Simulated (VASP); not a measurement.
# MoS2 (P6_3/mmc) in VASP: further runs, part 2 of 2

VASP 6.6.1.

## Step 3: Single point, PBEsol (19.20 Å³/atom)

This run uses another cell than the first one, of 19.20 Å³/atom.

INCAR reads:

```
SYSTEM = MoS2
ALGO     = Normal         ! electronic algorithm
EDIFF    = 1E-6           ! SCF threshold, eV
ENCUT    = 520            ! plane-wave cutoff, eV
GGA      = PS             ! functional
ISIF     = 2              ! what is computed and relaxed
ISMEAR   = 1              ! smearing method
LASPH    = .True.         ! aspherical terms in the spheres
LCHARG   = .False.        ! write CHGCAR
LREAL    = .False.        ! projectors in reciprocal space
LWAVE    = .False.        ! write WAVECAR
NBANDS   = 35             ! bands
NELM     = 100            ! most SCF steps
PREC     = Accurate       ! precision mode
SIGMA    = 0.144          ! smearing width, eV
```

KPOINTS reads:

```
k-points
0
Gamma
  12 12 4
  0 0 0
```

POSCAR reads:

```
MoS2
1.0
    3.1003842337      0.0000000000      0.0000000000
   -1.5501921169      2.6850115079      0.0000000000
    0.0000000000      0.0000000000     13.8363947584
Mo S
2 4
Direct
    0.3333333333      0.6666666667      0.2500000000
    0.6666666667      0.3333333333      0.7500000000
    0.3333333333      0.6666666667      0.6259932117
    0.6666666667      0.3333333333      0.1259932117
    0.3333333333      0.6666666667      0.8740067883
    0.6666666667      0.3333333333      0.3740067883
```

Potentials or basis: VASP PAW PBE potentials, release 64 (Mo_sv, S).

The run is started by

```bash
$ cat potpaw_PBE.64/Mo_sv/POTCAR potpaw_PBE.64/S/POTCAR > POTCAR
$ mpirun -np 1 vasp_std > vasp.out
```

Wall time 2 min (1 thread of AMD EPYC 9R45 (Zen 5), shared host); peak memory 0.31 GiB.

It converged, with:

* Free energy: -46.1594 eV
* Pressure: -9.8 GPa
* Largest force: 2.271 eV/Å
* Band gap on the k mesh: 1.00 eV (least direct gap 1.73 eV)

Forces on the atoms (eV/Å):
```
Mo   0.000  0.000  0.000
Mo   0.000  0.000  0.000
S    0.000  0.000  2.271
S    0.000  0.000  2.271
S    0.000  0.000 -2.271
S    0.000  0.000 -2.271
```

Stress tensor (GPa, compression positive):
```
 -3.47   0.00   0.00
  0.00  -3.47   0.00
  0.00   0.00 -22.37
```

Levels at points of the mesh, in eV from the valence-band top:
```csv
k point,band 23,band 24,band 25,band 26,band 27,band 28,band 29,band 30
"(0.00, 0.00, 0.00)",-0.86,-0.85,-0.85,-0.41,2.70,2.70,2.75,2.75
"(0.50, 0.00, 0.00)",-0.90,-0.87,-0.57,-0.49,2.50,2.54,2.55,2.78
"(0.00, 0.00, 0.50)",-0.86,-0.86,-0.66,-0.66,2.72,2.72,2.72,2.72
"(0.50, 0.00, 0.50)",-0.88,-0.88,-0.53,-0.53,2.54,2.54,2.64,2.64
```

Caveat: the stress differs along the axes, from -22 to -3 GPa; the PAW data sets were made with another functional, which shifts forces and pressure a little; this functional lacks dispersion, which binds layers or chains, so the pressure and a relaxed spacing across them are unreliable.

## Step 4: Single point, PBEsol (19.20 Å³/atom)

This run uses another cell than the first one, of 19.20 Å³/atom.

INCAR reads:

```
SYSTEM = MoS2
  ALGO = Normal
  EDIFF = 1E-6
  ENCUT = 520
  GGA = PS
  ISIF = 2
  ISMEAR = 1
  LASPH = .True.
  LCHARG = .False.
  LREAL = .False.
  LWAVE = .False.
  NBANDS = 35
  NELM = 60
  PREC = Accurate
  SIGMA = 0.17
```

KPOINTS is that of step 3.

Edit POSCAR of step 3 so:

```diff
@@ -2,5 +2,5 @@
 1.0
-    3.1003842337      0.0000000000      0.0000000000
-   -1.5501921169      2.6850115079      0.0000000000
-    0.0000000000      0.0000000000     13.8363947584
+    3.1765283684      0.0000000000      0.0000000000
+   -1.5882641842      2.7509542629      0.0000000000
+    0.0000000000      0.0000000000     13.1810044648
 Mo S
```

The run is started by

```bash
$ cat potpaw_PBE.64/Mo_sv/POTCAR potpaw_PBE.64/S/POTCAR > POTCAR
$ mpirun -np 1 vasp_std > vasp.out
```

Wall time 1.8 min (1 thread of AMD EPYC 9R45 (Zen 5), shared host); peak memory 0.3 GiB.

It converged, with:

```
Free energy            : -46.6062 eV
Pressure               : -9.4 GPa
Largest force          : 1.478 eV/Å
Band gap on the k mesh : 1.14 eV (least direct gap 1.76 eV)
```

Forces on the atoms (eV/Å):
```
Mo   0.000  0.000  0.000
Mo   0.000  0.000  0.000
S    0.000  0.000  1.478
S    0.000  0.000  1.478
S    0.000  0.000 -1.478
S    0.000  0.000 -1.478
```

Stress tensor (GPa, compression positive):
```
 -7.16   0.00   0.00
  0.00  -7.16   0.00
  0.00   0.00 -14.01
```

Levels at points of the mesh, in eV from the valence-band top:
```csv
k point,band 23,band 24,band 25,band 26,band 27,band 28,band 29,band 30
"(0.00, 0.00, 0.00)",-1.42,-1.29,-0.89,0.00,2.49,2.49,2.51,2.51
"(0.50, 0.00, 0.00)",-1.05,-0.94,-0.93,-0.90,2.08,2.10,2.36,2.59
"(0.00, 0.00, 0.50)",-1.43,-1.43,-0.25,-0.25,2.49,2.49,2.49,2.49
"(0.50, 0.00, 0.50)",-0.99,-0.99,-0.92,-0.92,2.09,2.09,2.48,2.48
```

Caveat: the stress differs along the axes, from -14 to -7 GPa; the PAW data sets were made with another functional, which shifts forces and pressure a little; this functional lacks dispersion, which binds layers or chains, so the pressure and a relaxed spacing across them are unreliable.

## Step 5: Single point, PBEsol (19.20 Å³/atom)

This run uses another cell than the first one, of 19.20 Å³/atom.

Edit INCAR of step 4 so:

```diff
@@ -12,4 +12,4 @@
   NBANDS = 35
-  NELM = 60
+  NELM = 80
   PREC = Accurate
-  SIGMA = 0.17
+  SIGMA = 0.106
```

KPOINTS is that of step 4.

Edit POSCAR of step 4 so:

```diff
@@ -2,5 +2,5 @@
 1.0
-    3.1765283684      0.0000000000      0.0000000000
-   -1.5882641842      2.7509542629      0.0000000000
-    0.0000000000      0.0000000000     13.1810044648
+    3.2545410142      0.0000000000      0.0000000000
+   -1.6272705071      2.8185151960      0.0000000000
+    0.0000000000      0.0000000000     12.5566701412
 Mo S
```

The run is started by

```bash
$ cat potpaw_PBE.64/Mo_sv/POTCAR potpaw_PBE.64/S/POTCAR > POTCAR
$ mpirun -np 1 vasp_std > vasp.out
```

Run time: 93 s. Hardware: 1 thread of AMD EPYC 9R45 (Zen 5), shared host; peak memory 0.3 GiB.

Results (log left out):

```yaml
Free_energy: -46.6390 eV
Pressure: -8.8 GPa
Largest_force: 0.625 eV/Å
Band_gap_on_the_k_mesh: 0.73 eV (least direct gap 1.43 eV)
```

Forces on the atoms (eV/Å):
```
Mo   0.000  0.000  0.000
Mo   0.000  0.000  0.000
S    0.000  0.000  0.625
S    0.000  0.000  0.625
S    0.000  0.000 -0.625
S    0.000  0.000 -0.625
```

Stress tensor (GPa, compression positive):
```
-10.44   0.00   0.00
  0.00 -10.44   0.00
  0.00   0.00  -5.58
```

Levels at points of the mesh, in eV from the valence-band top:
| k point | band 22 | band 23 | band 24 | band 25 | band 26 | band 27 | band 28 | band 29 | band 30 | band 31 |
| --- | --- | --- | --- | --- | --- | --- | --- | --- | --- | --- |
| (0.00, 0.00, 0.00) | -2.26 | -2.26 | -1.17 | -0.92 | 0.00 | 1.87 | 1.87 | 1.89 | 1.89 | 2.08 |
| (0.50, 0.00, 0.00) | -2.34 | -1.88 | -1.73 | -1.39 | -1.25 | 1.29 | 1.33 | 1.73 | 1.90 | 2.67 |
| (0.00, 0.00, 0.50) | -2.28 | -2.28 | -2.28 | -0.23 | -0.23 | 1.88 | 1.88 | 1.88 | 1.88 | 2.16 |
| (0.50, 0.00, 0.50) | -2.46 | -1.81 | -1.81 | -1.31 | -1.31 | 1.31 | 1.31 | 1.82 | 1.82 | 3.00 |

Caveat: the cell stands under tension; the PAW data sets were made with another functional, which shifts forces and pressure a little; this functional lacks dispersion, which binds layers or chains, so the pressure and a relaxed spacing across them are unreliable.

## Step 6: Single point, PBEsol (19.20 Å³/atom)

This run uses another cell than the first one, of 19.20 Å³/atom.

INCAR reads:

```
PREC = Accurate ; ENCUT = 520
EDIFF = 1E-7 ; ISMEAR = 1
SIGMA = 0.107 ; LREAL = F
LASPH = T ; NELM = 60
ALGO = Normal ; ISIF = 2
LWAVE = F ; LCHARG = F
GGA = PS ; NBANDS = 35
```

KPOINTS reads:

```
regular mesh
0
Gamma
  12 12 4
```

Edit POSCAR of step 5 so:

```diff
@@ -2,5 +2,5 @@
 1.0
-    3.2545410142      0.0000000000      0.0000000000
-   -1.6272705071      2.8185151960      0.0000000000
-    0.0000000000      0.0000000000     12.5566701412
+    3.0260559067      0.0000000000      0.0000000000
+   -1.5130279534      2.6206412884      0.0000000000
+    0.0000000000      0.0000000000     14.5244631409
 Mo S
```

Potentials or basis: VASP PAW PBE potentials, release 64 (Mo_sv, S).

The run is started by

```bash
$ cat potpaw_PBE.64/Mo_sv/POTCAR potpaw_PBE.64/S/POTCAR > POTCAR
$ mpirun -np 1 vasp_std > vasp.out
```

Run time: 1.8 min. Hardware: 1 thread of AMD EPYC 9R45 (Zen 5), shared host; peak memory 0.32 GiB.

The run converged. Its results:

```yaml
Free_energy: -45.2834 eV
Pressure: -9.7 GPa
Largest_force: 2.989 eV/Å
Band_gap_on_the_k_mesh: 0.74 eV (least direct gap 1.24 eV)
```

Forces in eV/Å, atoms in the order of the input:
```
Mo   0.000  0.000  0.000
Mo   0.000  0.000  0.000
S    0.000  0.000  2.989
S    0.000  0.000  2.989
S    0.000  0.000 -2.989
S    0.000  0.000 -2.989
```

Stress tensor (GPa, compression positive):
```
  0.82   0.00   0.00
  0.00   0.82   0.00
  0.00   0.00 -30.65
```

Levels at points of the mesh, in eV from the valence-band top:
```csv
k point,band 24,band 25,band 26,band 27,band 28,band 29
"(0.00, 0.00, 0.00)",-0.31,-0.31,-0.31,2.81,2.81,2.84
"(0.50, 0.00, 0.00)",-0.92,-0.18,-0.12,2.45,2.72,2.94
"(0.00, 0.00, 0.50)",-0.31,-0.31,-0.31,2.82,2.82,2.82
"(0.50, 0.00, 0.50)",-0.96,-0.15,-0.15,2.58,2.58,2.94
```

Caveat: the stress differs along the axes, from -31 to 1 GPa; the PAW data sets were made with another functional, which shifts forces and pressure a little; this functional lacks dispersion, which binds layers or chains, so the pressure and a relaxed spacing across them are unreliable. A k mesh can miss the band edges.

## Step 7: Overview

```csv
cell,smearing,gap on the mesh (eV),pressure (GPa),largest force (eV/Å)
"a = 3.053, b = 3.053, c = 13.627 Å, angles 90.0, 90.0, 120.0°, 6 atoms",methfessel-paxton 0.149 eV,1.03,-4.2,1.69
"a = 3.100, b = 3.100, c = 13.836 Å, angles 90.0, 90.0, 120.0°, 6 atoms",methfessel-paxton 0.144 eV,1.00,-9.8,2.27
"a = 3.177, b = 3.177, c = 13.181 Å, angles 90.0, 90.0, 120.0°, 6 atoms",methfessel-paxton 0.17 eV,1.14,-9.4,1.48
"a = 3.255, b = 3.255, c = 12.557 Å, angles 90.0, 90.0, 120.0°, 6 atoms",methfessel-paxton 0.106 eV,0.73,-8.8,0.62
"a = 3.026, b = 3.026, c = 14.524 Å, angles 90.0, 90.0, 120.0°, 6 atoms",methfessel-paxton 0.107 eV,0.74,-9.7,2.99
```

Alike in all rows: task single point; level PBEsol; potentials or basis VASP PAW PBE potentials, release 64 (Mo_sv, S); no spin polarisation; k mesh 12 × 12 × 4; cutoff (eV) 520.

Caveats: the PAW data sets were made with another functional, which shifts forces and pressure a little; this functional lacks dispersion, which binds layers or chains, so the pressure and a relaxed spacing across them are unreliable; the stress differs along the axes, from -17 to 2 GPa (at least some runs); the stress differs along the axes, from -22 to -3 GPa (at least some runs); the stress differs along the axes, from -14 to -7 GPa (at least some runs); the cell stands under tension (at least some runs); the stress differs along the axes, from -31 to 1 GPa (at least some runs).

Absolute energies hang on the potentials; compare differences alone.
